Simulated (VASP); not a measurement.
# Mg3TiO4 (Pm-3m) in VASP: single point with PBE

Aim: the single point of Mg3TiO4 with PBE.

Program: VASP 6.6.1. These are calculated values, not measurements. Logs are shortened: lines on timing, memory, paths and dates and some standing lists are left out, and cuts for length are marked.

### 1 The cell of the first run

Symmetry: Pm-3m, No. 221, cubic system. Conventional cell: a = 4.314 Å, b = 4.314 Å, c = 4.314 Å, α = 90.00°, β = 90.00°, γ = 90.00°. Within 2.9 Å of Mg (site symmetry 4/mmm) lie 6 O at 2.16 Å. Ti (site symmetry m-3m) has 6 O at 2.16 Å within 2.9 Å. O (site symmetry 4/mmm) has 4 Mg at 2.16 Å and 2 Ti at 2.16 Å within 2.9 Å. O (site symmetry m-3m) has 6 Mg at 2.16 Å within 2.9 Å.

### 2 Single point, PBE

File INCAR:

```
PREC = Accurate
ENCUT = 600
EDIFF = 1E-6
ISMEAR = 1
SIGMA = 0.15
LREAL = False
LASPH = True
NELM = 120
ALGO = Normal
ISIF = 2
LWAVE = False
LCHARG = False
GGA = PE
NBANDS = 31
GGA_COMPAT = False
```

File KPOINTS:

```
regular mesh
0
Gamma
  6 6 6
```

File POSCAR:

```
Mg3TiO4
1.0
    4.3136600000      0.0000000000      0.0000000000
    0.0000000000      4.3136600000      0.0000000000
    0.0000000000      0.0000000000      4.3136600000
Mg Ti O
3 1 4
Direct
    0.0000000000      0.5000000000      0.5000000000
    0.5000000000      0.0000000000      0.5000000000
    0.5000000000      0.5000000000      0.0000000000
    0.0000000000      0.0000000000      0.0000000000
    0.5000000000      0.0000000000      0.0000000000
    0.0000000000      0.0000000000      0.5000000000
    0.0000000000      0.5000000000      0.0000000000
    0.5000000000      0.5000000000      0.5000000000
```

Potentials or basis: VASP PAW PBE potentials, release 64 (Mg, Ti_sv, O).

Started as:

```sh
$ cat potpaw_PBE.64/Mg/POTCAR potpaw_PBE.64/Ti_sv/POTCAR potpaw_PBE.64/O/POTCAR > POTCAR
$ mpirun -np 1 vasp_std > vasp.out
```

OUTCAR:

```text
PREC = Accurate
   ENCUT = 600
   EDIFF = 1E-6
   ISMEAR = 1
   LREAL = False
   LASPH = True
   NELM = 120
   ISIF = 2
   GGA = PE

 ion  position               nearest neighbor table
   1  0.000  0.500  0.500-   6 2.16   7 2.16   8 2.16   7 2.16   6 2.16   8 2.16   3 3.05   4 3.05
                             2 3.05   2 3.05   4 3.05   3 3.05   4 3.05   2 3.05   3 3.05   4 3.05
   2  0.500  0.000  0.500-   5 2.16   6 2.16   8 2.16   5 2.16   8 2.16   6 2.16   3 3.05   4 3.05
                             1 3.05   1 3.05   3 3.05   3 3.05   3 3.05   1 3.05   4 3.05   4 3.05
   3  0.500  0.500  0.000-   5 2.16   7 2.16   8 2.16   8 2.16   5 2.16   7 2.16   1 3.05   2 3.05
                             1 3.05   2 3.05   4 3.05   2 3.05   2 3.05   1 3.05   4 3.05   4 3.05
   4  0.000  0.000  0.000-   5 2.16   6 2.16   7 2.16   6 2.16   7 2.16   5 2.16   1 3.05   2 3.05
                             1 3.05   1 3.05   3 3.05   2 3.05   1 3.05   2 3.05   3 3.05   3 3.05
   5  0.500  0.000  0.000-   2 2.16   3 2.16   4 2.16   2 2.16   3 2.16   4 2.16
   6  0.000  0.000  0.500-   1 2.16   2 2.16   4 2.16   4 2.16   1 2.16   2 2.16
   7  0.000  0.500  0.000-   1 2.16   3 2.16   4 2.16   1 2.16   4 2.16   3 2.16
   8  0.500  0.500  0.500-   1 2.16   2 2.16   3 2.16   3 2.16   2 2.16   1 2.16

  LATTYP: Found a simple cubic cell.
 ALAT       =     4.3136600000

  Lattice vectors:

 A1 = (   4.3136600000,   0.0000000000,   0.0000000000)
 A2 = (   0.0000000000,   4.3136600000,   0.0000000000)
 A3 = (   0.0000000000,   0.0000000000,   4.3136600000)

Analysis of symmetry for initial positions (statically):
=====================================================================
 Subroutine PRICEL returns:
 Original cell was already a primitive cell.

 Routine SETGRP: Setting up the symmetry group for a
 simple cubic supercell.

 Subroutine GETGRP returns: Found 48 space group operations
 (whereof 48 operations were pure point group operations)
 out of a pool of 48 trial point group operations.

The static configuration has the point symmetry O_h .

Analysis of symmetry for dynamics (positions and initial velocities):
=====================================================================
 Subroutine PRICEL returns:
 Original cell was already a primitive cell.

 Routine SETGRP: Setting up the symmetry group for a
 simple cubic supercell.

 Subroutine GETGRP returns: Found 48 space group operations
 (whereof 48 operations were pure point group operations)
 out of a pool of 48 trial point group operations.

The dynamic configuration has the point symmetry O_h .

 Subroutine INISYM returns: Found 48 space group operations
 (whereof 48 operations are pure point group operations),
 and found     1 'primitive' translations

----------------------------------------------------------------------------------------

                                     Primitive cell

  volume of cell :      80.2671

  direct lattice vectors                    reciprocal lattice vectors
     4.313660000  0.000000000  0.000000000     0.231821701  0.000000000  0.000000000
     0.000000000  4.313660000  0.000000000     0.000000000  0.231821701  0.000000000
     0.000000000  0.000000000  4.313660000     0.000000000  0.000000000  0.231821701

  length of vectors
     4.313660000  4.313660000  4.313660000     0.231821701  0.231821701  0.231821701

  position of ions in fractional coordinates (direct lattice)
     0.000000000  0.500000000  0.500000000
     0.500000000  0.000000000  0.500000000
     0.500000000  0.500000000  0.000000000
     0.000000000  0.000000000  0.000000000
     0.500000000  0.000000000  0.000000000
     0.000000000  0.000000000  0.500000000
     0.000000000  0.500000000  0.000000000
     0.500000000  0.500000000  0.500000000

  ion indices of the primitive-cell ions
   primitive index   ion index
                 1           1
                 2           2
                 3           3
                 4           4
                 5           5
                 6           6
                 7           7
                 8           8

----------------------------------------------------------------------------------------

 KPOINTS: regular mesh

Automatic generation of k-mesh.
 Grid dimensions read from file:
 generate k-points for:    6    6    6

 Generating k-lattice:

  Cartesian coordinates                     Fractional coordinates (reciprocal lattice)
     0.038636950  0.000000000  0.000000000     0.166666667  0.000000000  0.000000000
     0.000000000  0.038636950  0.000000000     0.000000000  0.166666667  0.000000000
     0.000000000  0.000000000  0.038636950     0.000000000  0.000000000  0.166666667

  Length of vectors
     0.038636950  0.038636950  0.038636950

  Shift w.r.t. Gamma in fractional coordinates (k-lattice)
     0.000000000  0.000000000  0.000000000

 Subroutine IBZKPT returns following result:
 ===========================================

 Found     20 irreducible k-points:

 Following reciprocal coordinates:
            Coordinates               Weight
  0.000000  0.000000  0.000000      1.000000
  0.166667  0.000000  0.000000      6.000000
  0.333333  0.000000  0.000000      6.000000
  0.500000  0.000000  0.000000      3.000000
  0.166667  0.166667  0.000000     12.000000
  0.333333  0.166667  0.000000     24.000000
[... 12 lines left out ...]
  0.500000  0.500000  0.333333      6.000000
  0.500000  0.500000  0.500000      1.000000
   k-points           NKPTS =     20   k-points in BZ     NKDIM =     20   number of bands    NBANDS=     31
   number of dos      NEDOS =    301   number of ions     NIONS =      8
   total plane-waves  NPLWV =  46656
   dimension x,y,z NGX =    36 NGY =   36 NGZ =   36
   dimension x,y,z NGXF=    72 NGYF=   72 NGZF=   72
   ions per type =               3   1   4
   NGX,Y,Z   is equivalent  to a cutoff of  13.87, 13.87, 13.87 a.u.
   NGXF,Y,Z  is equivalent  to a cutoff of  27.75, 27.75, 27.75 a.u.
 SYSTEM =  unknown system
   PREC   = accura    normal or accurate (medium, high low for compatibility)
   ISTART =      0    job   : 0-new  1-cont  2-samecut
   ICHARG =      2    charge: 1-file 2-atom 10-const
   ISPIN  =      1    spin polarized calculation?
   LNONCOLLINEAR =      F non collinear calculations
   LSORBIT =      F    spin-orbit coupling
   LASPH  =      T    aspherical Exc in radial PAW
   ENCUT  =  600.0 eV  44.10 Ry    6.64 a.u.   8.62  8.62  8.62*2*pi/ulx,y,z
   NELM   =    120;   NELMIN=  2; NELMDL= -5     # of ELM steps
   EDIFF  = 0.1E-05   stopping-criterion for ELM
   LREAL  =      F    real-space projection
   EDIFFG = 0.1E-04   stopping-criterion for IOM
   NSW    =      0    number of steps for IOM
   IBRION =     -1    ionic relax: 0-MD 1-quasi-New 2-CG
   NFREE  =      0    steps in history (QN), initial steepest desc. (CG)
   ISIF   =      2    stress and relaxation
   ISYM   =      2    0-nonsym 1-usesym 2-fastsym
   POTIM  = 0.5000    time-step for ionic-motion
   TEBEG  =    0.0;   TEEND  =   0.0 temperature during run
   PSTRESS=    0.0 pullay stress
   NELECT =      42.0000    total number of electrons
   NUPDOWN=      -1.0000    fix difference up-down
   EMIN   =  10.00;   EMAX   =-10.00  energy-range for DOS
   EFERMI =   0.00;   METHOD = LEGACY
   ISMEAR =     1;   SIGMA  =   0.15  broadening in eV -4-tet -1-fermi 0-gaus
   EFERMI_NEDOS =   21; number of points for ismear=-14 and -15
   IALGO  =     38    algorithm
   IMIX   =      4    mixing-type and parameters
     AMIX     =   0.40;   BMIX     =  1.00
     AMIX_MAG =   1.60;   BMIX_MAG =  1.00
  volume/ion in A,a.u.               =      10.03        67.71
  Fermi-wavevector in a.u.,A,eV,Ry     =   1.319204  2.492934 23.678214  1.740300
  Thomas-Fermi vector in A             =   2.449119
   LORBIT       =      0    0 simple, 1 ext, 2 COOP (PROOUT), +10 PAW based schemes
   GGA     = PE    functional components
   LHFCALC =     F    Hartree Fock is set to
   AEXX    =    0.0000 exact exchange contribution
   IVDW    =     0    specifies the selected vdW correction
   LEPSILON=     F    determine dielectric tensor
   LRPA    =     F    only Hartree local field effects (RPA)
 non-spin polarized calculation
 Methfessel and Paxton  Order N= 1 SIGMA  =   0.15
  energy-cutoff  :      600.00
  volume of cell :       80.27
 maximum number of plane-waves:      2721
 NGX is ok and might be reduce to    36
   NGX = 17   NGY = 17   NGZ = 17

 number of electron      42.0000010 magnetization

 Free energy of the ion-electron system (eV)
  ---------------------------------------------------
  ext. energy  EPLUGINS =         0.00000000
  ---------------------------------------------------
  free energy    TOTEN  =       -51.87068336 eV

  energy without entropy =      -51.86356896  energy(sigma->0) =      -51.86831189

 E-fermi :   8.8045     XC(G=0): -11.2344

 val. band max:        8.7855788370   @ k =   0.3333   0.3333   0.0000
 cond. band min:       8.8081691036   @ k =   0.3333   0.3333   0.0000
 fundamental gap:      0.0225902666
 Fermi energy:         8.8044654832

 k-point     1 :       0.0000    0.0000    0.0000
  band No.  band energies     occupation
      1     -49.1743      2.00000
      2     -25.5399      2.00000
      3     -25.5399      2.00000
      4     -25.5399      2.00000
      5     -13.3824      2.00000
      6     -12.3493      2.00000
[... 23 lines left out ...]
     30      14.8200      0.00000
     31      14.8200      0.00000

 k-point     2 :       0.1667    0.0000    0.0000
  band No.  band energies     occupation
      1     -49.1741      2.00000
      2     -25.5492      2.00000
      3     -25.5397      2.00000
      4     -25.5397      2.00000
      5     -13.2918      2.00000
      6     -12.3549      2.00000
[... 23 lines left out ...]
     30      14.8831      0.00000
     31      14.8831      0.00000

 k-point     3 :       0.3333    0.0000    0.0000
  band No.  band energies     occupation
      1     -49.1739      2.00000
      2     -25.5677      2.00000
      3     -25.5392      2.00000
      4     -25.5392      2.00000
      5     -13.0589      2.00000
      6     -12.4568      2.00000
[... 23 lines left out ...]
     30      14.8964      0.00000
     31      14.8964      0.00000

 k-point     4 :       0.5000    0.0000    0.0000
  band No.  band energies     occupation
      1     -49.1738      2.00000
      2     -25.5769      2.00000
      3     -25.5390      2.00000
      4     -25.5390      2.00000
      5     -12.8472      2.00000
      6     -12.6214      2.00000
[... 23 lines left out ...]
     30      14.8284      0.00000
     31      14.8571      0.00000

 k-point     5 :       0.1667    0.1667    0.0000
  band No.  band energies     occupation
      1     -49.1740      2.00000
      2     -25.5491      2.00000
      3     -25.5488      2.00000
      4     -25.5395      2.00000
      5     -13.2038      2.00000
      6     -12.3404      2.00000
[... 23 lines left out ...]
     30      14.9313      0.00000
     31      15.1729      0.00000
[... 406 lines left out ...]
     30      15.3715      0.00000
     31      15.6083      0.00000

 k-point    18 :       0.5000    0.3333    0.3333
  band No.  band energies     occupation
      1     -49.1731      2.00000
      2     -25.5745      2.00000
      3     -25.5654      2.00000
      4     -25.5651      2.00000
      5     -12.4064      2.00000
      6     -12.3176      2.00000
[... 23 lines left out ...]
     30      15.5597      0.00000
     31      15.6331      0.00000

 k-point    19 :       0.5000    0.5000    0.3333
  band No.  band energies     occupation
      1     -49.1730      2.00000
      2     -25.5741      2.00000
      3     -25.5741      2.00000
      4     -25.5649      2.00000
      5     -12.3225      2.00000
      6     -12.2614      2.00000
[... 23 lines left out ...]
     30      15.5951      0.00000
     31      15.7746      0.00000

 k-point    20 :       0.5000    0.5000    0.5000
  band No.  band energies     occupation
      1     -49.1729      2.00000
      2     -25.5737      2.00000
      3     -25.5737      2.00000
      4     -25.5737      2.00000
      5     -12.2479      2.00000
      6     -12.2479      2.00000
[... 23 lines left out ...]
     30      15.7570      0.00000
     31      15.7570      0.00000

------------------------ aborting loop because EDIFF is reached ----------------------------------------

  FORCE on cell =-STRESS in cart. coord.  units (eV):
  Direction    XX          YY          ZZ          XY          YZ          ZX
  --------------------------------------------------------------------------------------
  -------------------------------------------------------------------------------------
  Total       -1.7060161     -1.7060161     -1.7060161     -0.0000000     -0.0000000      0.0000000
  in kB      -34.0530468    -34.0530468    -34.0530468     -0.0000000     -0.0000000      0.0000000
  external PRESSURE =     -34.0530468 kB  Pullay stress =       0.0000000 kB

 VOLUME and BASIS-vectors are now :
 -----------------------------------------------------------------------------
  energy-cutoff  :      600.00
  volume of cell :       80.27
      direct lattice vectors                 reciprocal lattice vectors
     4.313660000  0.000000000  0.000000000     0.231821701  0.000000000  0.000000000
     0.000000000  4.313660000  0.000000000     0.000000000  0.231821701  0.000000000
     0.000000000  0.000000000  4.313660000     0.000000000  0.000000000  0.231821701

 POSITION                                       TOTAL-FORCE (eV/Angst)
 -----------------------------------------------------------------------------------
      0.00000      2.15683      2.15683         0.000000      0.000000      0.000000
      2.15683      0.00000      2.15683         0.000000      0.000000      0.000000
      2.15683      2.15683      0.00000         0.000000      0.000000      0.000000
      0.00000      0.00000      0.00000         0.000000      0.000000      0.000000
      2.15683      0.00000      0.00000         0.000000      0.000000      0.000000
      0.00000      0.00000      2.15683         0.000000      0.000000      0.000000
      0.00000      2.15683      0.00000         0.000000      0.000000      0.000000
      2.15683      2.15683      2.15683         0.000000      0.000000      0.000000
 -----------------------------------------------------------------------------------
    total drift:                                0.000000      0.000000     -0.000000

  FREE ENERGIE OF THE ION-ELECTRON SYSTEM (eV)
  ---------------------------------------------------
  free  energy   TOTEN  =       -51.8706833618 eV

  energy  without entropy=      -51.8635689581  energy(sigma->0) =      -51.86831189
```

Wall time 67 s (1 thread of AMD EPYC 7R43 (Zen 3), shared host); peak memory 0.19 GiB.

Results:

- Free energy: -51.8707 eV
- Pressure: -3.4 GPa
- Band gap on the k mesh: zero (bands 21 and 22 overlap by 2.03 eV)

Levels at points of the mesh, in eV from the Fermi level:
| k point | band 18 | band 19 | band 20 | band 21 | band 22 | band 23 | band 24 | band 25 |
| --- | --- | --- | --- | --- | --- | --- | --- | --- |
| (0.00, 0.00, 0.00) | -5.34 | -5.34 | -5.34 | -1.04 | -1.04 | -1.04 | -0.92 | 1.14 |
| (0.50, 0.00, 0.00) | -6.02 | -5.93 | -5.93 | -0.87 | 0.29 | 0.29 | 1.19 | 1.59 |
| (0.50, 0.50, 0.00) | -6.01 | -5.84 | -5.84 | 0.31 | 0.31 | 0.95 | 1.44 | 3.67 |
| (0.50, 0.50, 0.50) | -5.90 | -5.90 | -5.90 | 1.00 | 1.00 | 1.00 | 2.18 | 2.64 |

Caveat: the cell stands under tension; semilocal functionals often make such compounds metallic where correlation or magnetic order opens a gap, which also shifts bond lengths.

The gap in the log of VASP goes by the Fermi energy; the results here count the filled bands.